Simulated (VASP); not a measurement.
Write the native input for VASP 6.6.1 that does the following.

```yaml
Task: single point
Functional: PBE
Potentials_or_basis: VASP PAW PBE potentials, release 64 (Hf_pv, Si, O)
Cutoff: 520 eV
k_mesh: 4 × 4 × 4
Occupations: gaussian, width 0.1 eV
Spin: no spin polarisation
Dipole_correction: no
Further_INCAR_settings: ALGO = Normal; EDIFF = 1e-06; NBANDS = 50
```

The structure of HfSiO4 lies in POSCAR:

```
HfSiO4
1.0
   -3.3197545258      3.3197545258      3.0062646164
    3.3197545258     -3.3197545258      3.0062646164
    3.3197545258      3.3197545258     -3.0062646164
Hf Si O
2 2 8
Direct
    0.0000000000      0.0000000000      0.0000000000
    0.7500000000      0.2500000000      0.5000000000
    0.2500000000      0.7500000000      0.5000000000
    0.5000000000      0.5000000000      0.0000000000
    0.1347960296      0.3193123529      0.8154836767
    0.0693123529      0.7538286762      0.6845163233
    0.0693123529      0.3847960296      0.3154836767
    0.5038286762      0.3193123529      0.1845163233
    0.6806876471      0.4961713238      0.8154836767
    0.6152039704      0.9306876471      0.6845163233
    0.2461713238      0.9306876471      0.3154836767
    0.6806876471      0.8652039704      0.1845163233
```

One way to write it, as run:

INCAR

```
PREC = Accurate
ENCUT = 520
EDIFF = 1E-6
ISMEAR = 0
SIGMA = 0.1
LREAL = F
LASPH = T
NELM = 60
ALGO = Normal
ISIF = 2
LWAVE = F
LCHARG = F
GGA = PE
NBANDS = 50
```

KPOINTS

```
Automatic mesh
0
Gamma
  4 4 4
```

Potentials or basis: VASP PAW PBE potentials, release 64 (Hf_pv, Si, O).

Run with:

```bash
$ cat potpaw_PBE.64/Hf_pv/POTCAR potpaw_PBE.64/Si/POTCAR potpaw_PBE.64/O/POTCAR > POTCAR
$ mpirun -np 1 vasp_std > vasp.out
```

It gave:

```json
{
  "Pressure": "-1.2 GPa",
  "Largest force": "0.191 eV/Å",
  "Band gap on the k mesh": "5.28 eV, indirect (least direct gap 5.62 eV)"
}
```

Caveat: spin-orbit coupling is left out, which moves the levels of the heavy elements.

It took 2.4 min on 1 thread of AMD EPYC 7R13 (shared host), peak memory 0.26 GiB.
